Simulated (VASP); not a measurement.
# HfO2 (Fm-3m) in VASP: further runs

The runs below take HfO2 through single point, with PBE.

All numbers are computed with VASP 6.6.1; they aren't measurements. Logs are shortened: lines on timing, memory, paths and dates and some standing lists are left out, and cuts for length are marked.

## 1. The cell of the first run

It takes space group Fm-3m (No. 225, cubic). The conventional cell has a = 4.932 Å, b = 4.932 Å, c = 4.932 Å, α = 90.00°, β = 90.00°, γ = 90.00°. Within 2.8 Å of Hf (site symmetry m-3m) lie 8 O at 2.14 Å. O (site symmetry -43m) has 4 Hf at 2.14 Å and 6 O at 2.47 Å within 2.8 Å.

## 2. Single point, PBE

The input, INCAR:

```
SYSTEM = HfO2
PREC = Accurate ; ENCUT = 520
EDIFF = 1E-7 ; ISMEAR = -1
SIGMA = 0.05 ; LREAL = .False.
LASPH = .True. ; NELM = 80
ALGO = Normal ; ISIF = 2
LWAVE = .False. ; LCHARG = .False.
GGA = PE ; NBANDS = 18
```

The input, KPOINTS:

```
regular mesh
0
Gamma
  9 9 9
  0 0 0
```

The input, POSCAR:

```
HfO2
1.0
    0.0000000000      2.4659957374      2.4659957374
    2.4659957374      0.0000000000      2.4659957374
    2.4659957374      2.4659957374      0.0000000000
Hf O
1 2
Direct
    0.0000000000      0.0000000000      0.0000000000
    0.7500000000      0.7500000000      0.7500000000
    0.2500000000      0.2500000000      0.2500000000
```

Potentials or basis: VASP PAW PBE potentials, release 64 (Hf_pv, O).

Command:

```console
$ cat potpaw_PBE.64/Hf_pv/POTCAR potpaw_PBE.64/O/POTCAR > POTCAR
$ mpirun -np 1 vasp_std > vasp.out
```

OUTCAR:

```text
SYSTEM = HfO2
   PREC = Accurate
   ENCUT = 520
   EDIFF = 1E-7
   ISMEAR = -1
   LREAL = .False.
   LASPH = .True.
   NELM = 80
   ISIF = 2
   GGA = PE

 ion  position               nearest neighbor table
   1  0.000  0.000  0.000-   2 2.14   2 2.14   2 2.14   2 2.14   3 2.14   3 2.14   3 2.14   3 2.14

   2  0.750  0.750  0.750-   1 2.14   1 2.14   1 2.14   1 2.14
   3  0.250  0.250  0.250-   1 2.14   1 2.14   1 2.14   1 2.14

  LATTYP: Found a face centered cubic cell.
 ALAT       =     4.9319914748

  Lattice vectors:

 A1 = (   0.0000000000,   2.4659957374,   2.4659957374)
 A2 = (   2.4659957374,   0.0000000000,   2.4659957374)
 A3 = (   2.4659957374,   2.4659957374,   0.0000000000)

Analysis of symmetry for initial positions (statically):
=====================================================================
 Subroutine PRICEL returns:
 Original cell was already a primitive cell.

 Routine SETGRP: Setting up the symmetry group for a
 face centered cubic supercell.

 Subroutine GETGRP returns: Found 48 space group operations
 (whereof 48 operations were pure point group operations)
 out of a pool of 48 trial point group operations.

The static configuration has the point symmetry O_h .

Analysis of symmetry for dynamics (positions and initial velocities):
=====================================================================
 Subroutine PRICEL returns:
 Original cell was already a primitive cell.

 Routine SETGRP: Setting up the symmetry group for a
 face centered cubic supercell.

 Subroutine GETGRP returns: Found 48 space group operations
 (whereof 48 operations were pure point group operations)
 out of a pool of 48 trial point group operations.

The dynamic configuration has the point symmetry O_h .

 Subroutine INISYM returns: Found 48 space group operations
 (whereof 48 operations are pure point group operations),
 and found     1 'primitive' translations

----------------------------------------------------------------------------------------

                                     Primitive cell

  volume of cell :      29.9921

  direct lattice vectors                    reciprocal lattice vectors
     0.000000000  2.465995737  2.465995737    -0.202757853  0.202757853  0.202757853
     2.465995737  0.000000000  2.465995737     0.202757853 -0.202757853  0.202757853
     2.465995737  2.465995737  0.000000000     0.202757853  0.202757853 -0.202757853

  length of vectors
     3.487444617  3.487444617  3.487444617     0.351186902  0.351186902  0.351186902

  position of ions in fractional coordinates (direct lattice)
     0.000000000  0.000000000  0.000000000
     0.750000000  0.750000000  0.750000000
     0.250000000  0.250000000  0.250000000

  ion indices of the primitive-cell ions
   primitive index   ion index
                 1           1
                 2           2
                 3           3

----------------------------------------------------------------------------------------

 KPOINTS: regular mesh

Automatic generation of k-mesh.
 Grid dimensions read from file:
 generate k-points for:    9    9    9

 Generating k-lattice:

  Cartesian coordinates                     Fractional coordinates (reciprocal lattice)
    -0.022528650  0.022528650  0.022528650     0.111111111  0.000000000  0.000000000
     0.022528650 -0.022528650  0.022528650     0.000000000  0.111111111  0.000000000
     0.022528650  0.022528650 -0.022528650     0.000000000  0.000000000  0.111111111

  Length of vectors
     0.039020767  0.039020767  0.039020767

  Shift w.r.t. Gamma in fractional coordinates (k-lattice)
     0.000000000  0.000000000  0.000000000

 Subroutine IBZKPT returns following result:
 ===========================================

 Found     35 irreducible k-points:

 Following reciprocal coordinates:
            Coordinates               Weight
  0.000000  0.000000  0.000000      1.000000
  0.111111  0.000000  0.000000      8.000000
  0.222222  0.000000  0.000000      8.000000
  0.333333  0.000000  0.000000      8.000000
  0.444444  0.000000  0.000000      8.000000
  0.111111  0.111111  0.000000      6.000000
[... 16 lines left out ...]
 -0.333333  0.333333  0.000000     12.000000
  0.444444  0.444444  0.000000      6.000000
 [... further k-points ...]
   k-points           NKPTS =     35   k-points in BZ     NKDIM =     35   number of bands    NBANDS=     18
   number of dos      NEDOS =    301   number of ions     NIONS =      3
   total plane-waves  NPLWV =  21952
   dimension x,y,z NGX =    28 NGY =   28 NGZ =   28
   dimension x,y,z NGXF=    56 NGYF=   56 NGZF=   56
   ions per type =               1   2
   NGX,Y,Z   is equivalent  to a cutoff of  13.35, 13.35, 13.35 a.u.
   NGXF,Y,Z  is equivalent  to a cutoff of  26.70, 26.70, 26.70 a.u.
 SYSTEM =  HfO2
   PREC   = accura    normal or accurate (medium, high low for compatibility)
   ISTART =      0    job   : 0-new  1-cont  2-samecut
   ICHARG =      2    charge: 1-file 2-atom 10-const
   ISPIN  =      1    spin polarized calculation?
   LNONCOLLINEAR =      F non collinear calculations
   LSORBIT =      F    spin-orbit coupling
   LASPH  =      T    aspherical Exc in radial PAW
   ENCUT  =  520.0 eV  38.22 Ry    6.18 a.u.   6.48  6.48  6.48*2*pi/ulx,y,z
   NELM   =     80;   NELMIN=  2; NELMDL= -5     # of ELM steps
   EDIFF  = 0.1E-06   stopping-criterion for ELM
   LREAL  =      F    real-space projection
   EDIFFG = 0.1E-05   stopping-criterion for IOM
   NSW    =      0    number of steps for IOM
   IBRION =     -1    ionic relax: 0-MD 1-quasi-New 2-CG
   NFREE  =      0    steps in history (QN), initial steepest desc. (CG)
   ISIF   =      2    stress and relaxation
   ISYM   =      2    0-nonsym 1-usesym 2-fastsym
   POTIM  = 0.5000    time-step for ionic-motion
   TEBEG  =    0.0;   TEEND  =   0.0 temperature during run
   PSTRESS=    0.0 pullay stress
   NELECT =      22.0000    total number of electrons
   NUPDOWN=      -1.0000    fix difference up-down
   EMIN   =  10.00;   EMAX   =-10.00  energy-range for DOS
   EFERMI =   0.00;   METHOD = LEGACY
   ISMEAR =    -1;   SIGMA  =   0.05  broadening in eV -4-tet -1-fermi 0-gaus
   EFERMI_NEDOS =   21; number of points for ismear=-14 and -15
   IALGO  =     38    algorithm
   IMIX   =      4    mixing-type and parameters
     AMIX     =   0.40;   BMIX     =  1.00
     AMIX_MAG =   1.60;   BMIX_MAG =  1.00
  volume/ion in A,a.u.               =      10.00        67.47
  Fermi-wavevector in a.u.,A,eV,Ry     =   1.476432  2.790052 29.658673  2.179851
  Thomas-Fermi vector in A             =   2.590959
   LORBIT       =      0    0 simple, 1 ext, 2 COOP (PROOUT), +10 PAW based schemes
   GGA     = PE    functional components
   LHFCALC =     F    Hartree Fock is set to
   AEXX    =    0.0000 exact exchange contribution
   IVDW    =     0    specifies the selected vdW correction
   LEPSILON=     F    determine dielectric tensor
   LRPA    =     F    only Hartree local field effects (RPA)
 non-spin polarized calculation
  energy-cutoff  :      520.00
  volume of cell :       29.99
 maximum number of plane-waves:       869
 NGX is ok and might be reduce to    28
   NGX = 13   NGY = 13   NGZ = 13

 number of electron      22.0000010 magnetization

 Free energy of the ion-electron system (eV)
  ---------------------------------------------------
  ext. energy  EPLUGINS =         0.00000000
  ---------------------------------------------------
  free energy    TOTEN  =       -30.05000565 eV

  energy without entropy =      -30.05000565  energy(sigma->0) =      -30.05000565

 E-fermi :   6.0175     XC(G=0): -12.2884

 val. band max:        4.9550843099   @ k =  -0.4444   0.4444   0.0000
 cond. band min:       9.0846463916   @ k =   0.0000   0.0000   0.0000
 fundamental gap:      4.1295620818
 Fermi energy:         6.0174999614

 k-point     1 :       0.0000    0.0000    0.0000
  band No.  band energies     occupation
      1     -24.2994      2.00000
      2     -24.2994      2.00000
      3     -24.2994      2.00000
      4     -14.2538      2.00000
      5     -10.7912      2.00000
      6      -0.8616      2.00000
[... 10 lines left out ...]
     17      16.5203      0.00000
     18      18.9946      0.00000

 k-point     2 :       0.1111    0.0000    0.0000
  band No.  band energies     occupation
      1     -24.3811      2.00000
      2     -24.3078      2.00000
      3     -24.3078      2.00000
      4     -14.0473      2.00000
      5     -10.9584      2.00000
      6      -0.7281      2.00000
[... 10 lines left out ...]
     17      16.2588      0.00000
     18      18.9840      0.00000

 k-point     3 :       0.2222    0.0000    0.0000
  band No.  band energies     occupation
      1     -24.5780      2.00000
      2     -24.3291      2.00000
      3     -24.3291      2.00000
      4     -13.5454      2.00000
      5     -11.3075      2.00000
      6      -0.3858      2.00000
[... 10 lines left out ...]
     17      15.7541      0.00000
     18      18.7730      0.00000

 k-point     4 :       0.3333    0.0000    0.0000
  band No.  band energies     occupation
      1     -24.7870      2.00000
      2     -24.3531      2.00000
      3     -24.3531      2.00000
      4     -13.0733      2.00000
      5     -11.5170      2.00000
      6      -0.0021      2.00000
[... 10 lines left out ...]
     17      15.4113      0.00000
     18      18.2291      0.00000

 k-point     5 :       0.4444    0.0000    0.0000
  band No.  band energies     occupation
      1     -24.9160      2.00000
      2     -24.3686      2.00000
      3     -24.3686      2.00000
      4     -12.9101      2.00000
      5     -11.4581      2.00000
      6       0.2276      2.00000
[... 10 lines left out ...]
     17      15.3216      0.00000
     18      18.6570      0.00000

 k-point     6 :       0.1111    0.1111    0.0000
  band No.  band energies     occupation
      1     -24.3886      2.00000
      2     -24.3204      2.00000
      3     -24.3204      2.00000
      4     -13.9748      2.00000
      5     -11.0161      2.00000
      6      -0.7026      2.00000
[... 10 lines left out ...]
     17      16.2389      0.00000
     18      18.9732      0.00000

 k-point     7 :       0.2222    0.1111    0.0000
  band No.  band energies     occupation
      1     -24.5348      2.00000
      2     -24.3448      2.00000
      3     -24.3416      2.00000
      4     -13.5567      2.00000
      5     -11.3112      2.00000
      6      -0.4421      2.00000
[... 10 lines left out ...]
     17      15.8990      0.00000
     18      18.9350      0.00000

 k-point     8 :       0.3333    0.1111    0.0000
  band No.  band energies     occupation
      1     -24.7264      2.00000
      2     -24.3755      2.00000
      3     -24.3695      2.00000
      4     -13.0402      2.00000
      5     -11.5815      2.00000
      6      -0.0730      2.00000
[... 10 lines left out ...]
     17      15.8099      0.00000
     18      18.6426      0.00000
[... 229 lines left out ...]
     17      16.3431      0.00000
     18      18.8998      0.00000

 k-point    20 :       0.3333    0.3333    0.0000
  band No.  band energies     occupation
      1     -24.8198      2.00000
      2     -24.4329      2.00000
      3     -24.4329      2.00000
      4     -12.3408      2.00000
      5     -12.0061      2.00000
      6      -0.7358      2.00000
[... 10 lines left out ...]
     17      15.3100      0.00000
     18      18.9745      0.00000

 k-point    21 :       0.4444    0.3333    0.0000
  band No.  band energies     occupation
      1     -24.8854      2.00000
      2     -24.4870      2.00000
      3     -24.4501      2.00000
      4     -12.1645      2.00000
      5     -11.9496      2.00000
      6      -1.2853      2.00000
[... 10 lines left out ...]
     17      16.8435      0.00000
     18      18.9775      0.00000

 k-point    22 :      -0.4444    0.3333    0.0000
  band No.  band energies     occupation
      1     -24.8631      2.00000
      2     -24.5922      2.00000
      3     -24.4450      2.00000
      4     -12.2004      2.00000
      5     -11.7659      2.00000
      6      -1.2853      2.00000
[... 10 lines left out ...]
     17      17.9372      0.00000
     18      18.9700      0.00000

 k-point    23 :      -0.3333    0.3333    0.0000
  band No.  band energies     occupation
      1     -24.7517      2.00000
      2     -24.7084      2.00000
      3     -24.4198      2.00000
      4     -12.1937      2.00000
      5     -11.8138      2.00000
      6      -0.8202      2.00000
[... 10 lines left out ...]
     17      17.6285      0.00000
     18      18.9573      0.00000

 k-point    24 :       0.4444    0.4444    0.0000
  band No.  band energies     occupation
      1     -24.9529      2.00000
      2     -24.4714      2.00000
      3     -24.4714      2.00000
      4     -12.2887      2.00000
      5     -11.6804      2.00000
      6      -1.8584      2.00000
[... 10 lines left out ...]
     17      17.9477      0.00000
     18      18.9830      0.00000

 [... further k-points ...]

------------------------ aborting loop because EDIFF is reached ----------------------------------------

  FORCE on cell =-STRESS in cart. coord.  units (eV):
  Direction    XX          YY          ZZ          XY          YZ          ZX
  --------------------------------------------------------------------------------------
  -------------------------------------------------------------------------------------
  Total        4.7600180      4.7600180      4.7600180     -0.0000000     -0.0000000      0.0000000
  in kB      254.2800088    254.2800088    254.2800088     -0.0000000     -0.0000000      0.0000000
  external PRESSURE =     254.2800088 kB  Pullay stress =       0.0000000 kB

 VOLUME and BASIS-vectors are now :
 -----------------------------------------------------------------------------
  energy-cutoff  :      520.00
  volume of cell :       29.99
      direct lattice vectors                 reciprocal lattice vectors
     0.000000000  2.465995737  2.465995737    -0.202757853  0.202757853  0.202757853
     2.465995737  0.000000000  2.465995737     0.202757853 -0.202757853  0.202757853
     2.465995737  2.465995737  0.000000000     0.202757853  0.202757853 -0.202757853

 POSITION                                       TOTAL-FORCE (eV/Angst)
 -----------------------------------------------------------------------------------
      0.00000      0.00000      0.00000        -0.000000     -0.000000      0.000000
      3.69899      3.69899      3.69899        -0.000000     -0.000000     -0.000000
      1.23300      1.23300      1.23300         0.000000      0.000000      0.000000
 -----------------------------------------------------------------------------------
    total drift:                                0.000000      0.000000      0.000000

  FREE ENERGIE OF THE ION-ELECTRON SYSTEM (eV)
  ---------------------------------------------------
  free  energy   TOTEN  =       -30.0500056452 eV

  energy  without entropy=      -30.0500056452  energy(sigma->0) =      -30.05000565
```

Run time: 44 s. Hardware: 1 thread of Intel Xeon 8259CL, shared host; peak memory 0.17 GiB.

Results:

* Free energy: -30.0500 eV
* Pressure: 25.4 GPa
* Band gap on the k mesh: 4.13 eV (least direct gap 4.28 eV)

Caveat: the cell stands under pressure; spin-orbit coupling is left out, which moves the levels of the heavy elements; an odd mesh through Γ misses points on the zone boundary, where band edges can lie. As with any semilocal functional, this PBE gap is likely too small.

## 3. Single point, PBE

This run uses another cell than the first one, of 10.29 Å³/atom.

The input, INCAR:

```
ALGO = Normal
EDIFF = 1E-7
ENCUT = 520
GGA = PE
ISIF = 2
ISMEAR = -1
LASPH = True
LCHARG = False
LREAL = False
LWAVE = False
NBANDS = 18
NELM = 100
PREC = Accurate
SIGMA = 0.05
```

The input, KPOINTS:

```
k-points
0
Gamma
  9 9 9
```

The input, POSCAR:

```
HfO2
1.0
    0.0000000000      2.4898117817      2.4898117817
    2.4898117817      0.0000000000      2.4898117817
    2.4898117817      2.4898117817      0.0000000000
Hf O
1 2
Direct
    0.0000000000      0.0000000000      0.0000000000
    0.7500000000      0.7500000000      0.7500000000
    0.2500000000      0.2500000000      0.2500000000
```

Potentials or basis: VASP PAW PBE potentials, release 64 (Hf_pv, O).

Command:

```console
$ cat potpaw_PBE.64/Hf_pv/POTCAR potpaw_PBE.64/O/POTCAR > POTCAR
$ mpirun -np 1 vasp_std > vasp.out
```

Wall time 52 s (1 thread of Intel Xeon 8259CL, shared host); peak memory 0.17 GiB.

The run converged. Its results:

- Free energy: -30.1634 eV
- Pressure: 15.7 GPa
- Band gap on the k mesh: 4.06 eV (least direct gap 4.19 eV)

Levels at points of the mesh, in eV from the valence-band top:
| k point | band 9 | band 10 | band 11 | band 12 | band 13 | band 14 |
| --- | --- | --- | --- | --- | --- | --- |
| (0.00, 0.00, 0.00) | -0.58 | -0.58 | -0.58 | 4.06 | 4.06 | 6.33 |

Caveat: the cell stands under pressure; spin-orbit coupling is left out, which moves the levels of the heavy elements; an odd mesh through Γ misses points on the zone boundary, where band edges can lie. As with any semilocal functional, this PBE gap is likely too small.
